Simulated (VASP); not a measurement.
# BAs (m.Ae) in VASP: single point with PBEsol

Aim: the single point of BAs (m.Ae) with PBEsol.

Everything below comes from runs of VASP 6.6.1. Logs are shortened: lines on timing, memory, paths and dates and some standing lists are left out, and cuts for length are marked.

## (1) The cell of the first run

The cell holds a sheet with vacuum, 2 atoms: a = 3.356 Å, b = 3.356 Å, c = 16.000 Å, α = 90.00°, β = 90.00°, γ = 120.00°.

## (2) Single point, PBEsol

Input file INCAR:

```
SYSTEM = BAs
  PREC = Accurate
  ENCUT = 420
  EDIFF = 1E-6
  ISMEAR = 0
  SIGMA = 0.03
  LREAL = .FALSE.
  LASPH = .TRUE.
  NELM = 120
  ALGO = Normal
  ISIF = 2
  LWAVE = .FALSE.
  LCHARG = .FALSE.
  LDIPOL = .TRUE.
  IDIPOL = 3
  DIPOL = 0.5 0.5 0.500
  GGA = PS
  NBANDS = 11
  GGA_COMPAT = .FALSE.
  NELMDL = -8
```

Input file KPOINTS:

```
regular mesh
0
G
  12 12 1
  0 0 0
```

Input file POSCAR:

```
BAs
1.0
    3.3562559387      0.0000000000      0.0000000000
   -1.6781279694      2.9066029045      0.0000000000
    0.0000000000      0.0000000000     16.0000000000
B As
1 1
Direct
    0.3333333333      0.6666666667      0.5000000000
    0.6666666667      0.3333333333      0.5000000000
```

Potentials or basis: VASP PAW PBE potentials, release 64 (B, As).

The run is started by

```bash
cat potpaw_PBE.64/B/POTCAR potpaw_PBE.64/As/POTCAR > POTCAR
mpirun -np 1 vasp_std > vasp.out
```

OUTCAR:

```text
SYSTEM = BAs
   PREC = Accurate
   ENCUT = 420
   EDIFF = 1E-6
   ISMEAR = 0
   LREAL = .FALSE.
   LASPH = .TRUE.
   NELM = 120
   ISIF = 2
   GGA = PS
   NELMDL = -8

 ion  position               nearest neighbor table
   1  0.333  0.667  0.500-   2 1.94   2 1.94   2 1.94
   2  0.667  0.333  0.500-   1 1.94   1 1.94   1 1.94

  LATTYP: Found a hexagonal cell.
 ALAT       =     3.3562559387
 C/A-ratio  =     4.7672168906

  Lattice vectors:

 A1 = (   3.3562559387,   0.0000000000,   0.0000000000)
 A2 = (  -1.6781279694,   2.9066029045,   0.0000000000)
 A3 = (   0.0000000000,   0.0000000000,  16.0000000000)

Analysis of symmetry for initial positions (statically):
=====================================================================
 Subroutine PRICEL returns:
 Original cell was already a primitive cell.

 Routine SETGRP: Setting up the symmetry group for a
 hexagonal supercell.

 Subroutine GETGRP returns: Found 12 space group operations
 (whereof 12 operations were pure point group operations)
 out of a pool of 24 trial point group operations.

The static configuration has the point symmetry D_3h.

Analysis of symmetry for dynamics (positions and initial velocities):
=====================================================================
 Subroutine PRICEL returns:
 Original cell was already a primitive cell.

 Routine SETGRP: Setting up the symmetry group for a
 hexagonal supercell.

 Subroutine GETGRP returns: Found 12 space group operations
 (whereof 12 operations were pure point group operations)
 out of a pool of 24 trial point group operations.

The dynamic configuration has the point symmetry D_3h.

 Subroutine INISYM returns: Found 12 space group operations
 (whereof 12 operations are pure point group operations),
 and found     1 'primitive' translations

----------------------------------------------------------------------------------------

                                     Primitive cell

  volume of cell :     156.0849

  direct lattice vectors                    reciprocal lattice vectors
     3.356255939  0.000000000  0.000000000     0.297951056  0.172022122  0.000000000
    -1.678127969  2.906602905  0.000000000     0.000000000  0.344044244  0.000000000
     0.000000000  0.000000000 16.000000000     0.000000000  0.000000000  0.062500000

  length of vectors
     3.356255939  3.356255939 16.000000000     0.344044244  0.344044244  0.062500000

  position of ions in fractional coordinates (direct lattice)
     0.333333333  0.666666667  0.500000000
     0.666666667  0.333333333  0.500000000

  ion indices of the primitive-cell ions
   primitive index   ion index
                 1           1
                 2           2

----------------------------------------------------------------------------------------

 KPOINTS: regular mesh

Automatic generation of k-mesh.
 Grid dimensions read from file:
 generate k-points for:   12   12    1

 Generating k-lattice:

  Cartesian coordinates                     Fractional coordinates (reciprocal lattice)
     0.024829255  0.014335177  0.000000000     0.083333333  0.000000000  0.000000000
     0.000000000  0.028670354  0.000000000     0.000000000  0.083333333  0.000000000
     0.000000000  0.000000000  0.062500000     0.000000000  0.000000000  1.000000000

  Length of vectors
     0.028670354  0.028670354  0.062500000

  Shift w.r.t. Gamma in fractional coordinates (k-lattice)
     0.000000000  0.000000000  0.000000000

 Subroutine IBZKPT returns following result:
 ===========================================

 Found     19 irreducible k-points:

 Following reciprocal coordinates:
            Coordinates               Weight
  0.000000  0.000000  0.000000      1.000000
  0.083333 -0.000000  0.000000      6.000000
  0.166667 -0.000000  0.000000      6.000000
  0.250000  0.000000  0.000000      6.000000
  0.333333 -0.000000  0.000000      6.000000
  0.416667 -0.000000  0.000000      6.000000
[... 11 lines left out ...]
  0.333333  0.250000  0.000000     12.000000
  0.333333  0.333333  0.000000      2.000000
   k-points           NKPTS =     19   k-points in BZ     NKDIM =     19   number of bands    NBANDS=     11
   number of dos      NEDOS =    301   number of ions     NIONS =      2
   total plane-waves  NPLWV =  62208
   dimension x,y,z NGX =    24 NGY =   24 NGZ =  108
   dimension x,y,z NGXF=    48 NGYF=   48 NGZF=  216
   ions per type =               1   1
   NGX,Y,Z   is equivalent  to a cutoff of  11.89, 11.89, 11.22 a.u.
   NGXF,Y,Z  is equivalent  to a cutoff of  23.78, 23.78, 22.44 a.u.
 SYSTEM =  BAs
   PREC   = accura    normal or accurate (medium, high low for compatibility)
   ISTART =      0    job   : 0-new  1-cont  2-samecut
   ICHARG =      2    charge: 1-file 2-atom 10-const
   ISPIN  =      1    spin polarized calculation?
   LNONCOLLINEAR =      F non collinear calculations
   LSORBIT =      F    spin-orbit coupling
   LASPH  =      T    aspherical Exc in radial PAW
   ENCUT  =  420.0 eV  30.87 Ry    5.56 a.u.   5.61  5.61 26.74*2*pi/ulx,y,z
   NELM   =    120;   NELMIN=  2; NELMDL= -8     # of ELM steps
   EDIFF  = 0.1E-05   stopping-criterion for ELM
   LREAL  =      F    real-space projection
   EDIFFG = 0.1E-04   stopping-criterion for IOM
   NSW    =      0    number of steps for IOM
   IBRION =     -1    ionic relax: 0-MD 1-quasi-New 2-CG
   NFREE  =      0    steps in history (QN), initial steepest desc. (CG)
   ISIF   =      2    stress and relaxation
   ISYM   =      2    0-nonsym 1-usesym 2-fastsym
   POTIM  = 0.5000    time-step for ionic-motion
   TEBEG  =    0.0;   TEEND  =   0.0 temperature during run
   PSTRESS=    0.0 pullay stress
   NELECT =       8.0000    total number of electrons
   NUPDOWN=      -1.0000    fix difference up-down
   EMIN   =  10.00;   EMAX   =-10.00  energy-range for DOS
   EFERMI =   0.00;   METHOD = LEGACY
   ISMEAR =     0;   SIGMA  =   0.03  broadening in eV -4-tet -1-fermi 0-gaus
   EFERMI_NEDOS =   21; number of points for ismear=-14 and -15
   IALGO  =     38    algorithm
   IMIX   =      4    mixing-type and parameters
     AMIX     =   0.40;   BMIX     =  1.00
     AMIX_MAG =   1.60;   BMIX_MAG =  1.00
  volume/ion in A,a.u.               =      78.04       526.66
  Fermi-wavevector in a.u.,A,eV,Ry     =   0.608113  1.149168  5.031460  0.369802
  Thomas-Fermi vector in A             =   1.662824
   LORBIT       =      0    0 simple, 1 ext, 2 COOP (PROOUT), +10 PAW based schemes
   GGA     = PS    functional components
   LHFCALC =     F    Hartree Fock is set to
   AEXX    =    0.0000 exact exchange contribution
   IVDW    =     0    specifies the selected vdW correction
   LEPSILON=     F    determine dielectric tensor
   LRPA    =     F    only Hartree local field effects (RPA)
 non-spin polarized calculation
 Gauss-broadening in eV      SIGMA  =   0.03
  energy-cutoff  :      420.00
  volume of cell :      156.08
 maximum number of plane-waves:      3091
 NGX is ok and might be reduce to    24
   NGX = 11   NGY = 11   NGZ = 53

 dipolmoment           0.000000      0.000000     -0.000000 electrons x Angstroem

 number of electron       8.0000000 magnetization

 dipolmoment           0.000000      0.000000      0.000000 electrons x Angstroem

 Free energy of the ion-electron system (eV)
  ---------------------------------------------------
  ext. energy  EPLUGINS =         0.00000000
  ---------------------------------------------------
  free energy    TOTEN  =       -11.24771032 eV

  energy without entropy =      -11.24771032  energy(sigma->0) =      -11.24771032

 E-fermi :  -2.9479     XC(G=0):  -2.6886

 val. band max:       -3.0885793461   @ k =   0.3333   0.3333   0.0000
 cond. band min:      -2.3569990024   @ k =   0.3333   0.3333   0.0000
 fundamental gap:      0.7315803436
 Fermi energy:        -2.9479486329

 k-point     1 :       0.0000    0.0000    0.0000
  band No.  band energies     occupation
      1     -17.0388      2.00000
      2      -7.1332      2.00000
      3      -4.5780      2.00000
      4      -4.5780      2.00000
      5       0.6071      0.00000
      6       1.0248      0.00000
      7       1.7588      0.00000
      8       1.7847      0.00000
      9       1.7847      0.00000
     10       2.1654      0.00000
     11       3.9101      0.00000

 k-point     2 :       0.0833   -0.0000    0.0000
  band No.  band energies     occupation
      1     -16.9406      2.00000
      2      -7.0218      2.00000
      3      -5.2131      2.00000
      4      -4.7968      2.00000
      5       0.7260      0.00000
      6       1.0704      0.00000
      7       1.8769      0.00000
      8       2.1317      0.00000
      9       2.2176      0.00000
     10       2.3033      0.00000
     11       3.9103      0.00000

 k-point     3 :       0.1667   -0.0000    0.0000
  band No.  band energies     occupation
      1     -16.6492      2.00000
      2      -6.6907      2.00000
      3      -6.6062      2.00000
      4      -5.3018      2.00000
      5       0.6756      0.00000
      6       1.1016      0.00000
      7       2.2165      0.00000
      8       2.6441      0.00000
      9       3.1306      0.00000
     10       3.3592      0.00000
     11       3.4083      0.00000
[... 197 lines left out ...]
 k-point    18 :       0.3333    0.2500    0.0000
  band No.  band energies     occupation
      1     -14.2456      2.00000
      2     -10.9588      2.00000
      3      -8.8262      2.00000
      4      -3.6006      2.00000
      5      -1.8712      0.00000
      6       2.9813      0.00000
      7       3.5506      0.00000
      8       4.7499      0.00000
      9       5.5775      0.00000
     10       6.4330      0.00000
     11       6.6785      0.00000

 k-point    19 :       0.3333    0.3333    0.0000
  band No.  band energies     occupation
      1     -14.0577      2.00000
      2     -11.0048      2.00000
      3      -9.2190      2.00000
      4      -3.0886      2.00000
      5      -2.3570      0.00000
      6       3.2415      0.00000
      7       3.6726      0.00000
      8       5.4012      0.00000
      9       6.1964      0.00000
     10       6.6042      0.00000
     11       7.0567      0.00000

------------------------ aborting loop because EDIFF is reached ----------------------------------------

 vacuum level on the upper side and lower side of the slab       (xc-potential included)        -0.182        -0.182

  FORCE on cell =-STRESS in cart. coord.  units (eV):
  Direction    XX          YY          ZZ          XY          YZ          ZX
  --------------------------------------------------------------------------------------
  -------------------------------------------------------------------------------------
  Total        0.4396160      0.4396160     -0.0062160     -0.0000000      0.0000000      0.0000000
  in kB        4.5125635      4.5125635     -0.0638062     -0.0000000      0.0000000      0.0000000
  external PRESSURE =       2.9871069 kB  Pullay stress =       0.0000000 kB

 VOLUME and BASIS-vectors are now :
 -----------------------------------------------------------------------------
  energy-cutoff  :      420.00
  volume of cell :      156.08
      direct lattice vectors                 reciprocal lattice vectors
     3.356255939  0.000000000  0.000000000     0.297951056  0.172022122  0.000000000
    -1.678127969  2.906602905  0.000000000     0.000000000  0.344044244  0.000000000
     0.000000000  0.000000000 16.000000000     0.000000000  0.000000000  0.062500000

 POSITION                                       TOTAL-FORCE (eV/Angst)
 -----------------------------------------------------------------------------------
     -0.00000      1.93774      8.00000        -0.000000      0.000000      0.000000
      1.67813      0.96887      8.00000         0.000000     -0.000000      0.000000
 -----------------------------------------------------------------------------------
    total drift:                                0.000000     -0.000000      0.000000

  FREE ENERGIE OF THE ION-ELECTRON SYSTEM (eV)
  ---------------------------------------------------
  free  energy   TOTEN  =       -11.2477103152 eV

  energy  without entropy=      -11.2477103152  energy(sigma->0) =      -11.24771032

 vacuum level on the upper side and lower side of the slab         1.747         1.747
```

Run time: 25 s. Hardware: 1 thread of Intel Xeon Platinum 8375C at 2.90GHz (Ice Lake), shared host; peak memory 0.24 GiB.

What came out:

| Property | Result |
| --- | --- |
| Free energy | -11.2477 eV |
| Band gap on the k mesh | 0.73 eV, direct |

Caveat: the PAW data sets were made with another functional, which shifts forces and pressure a little.
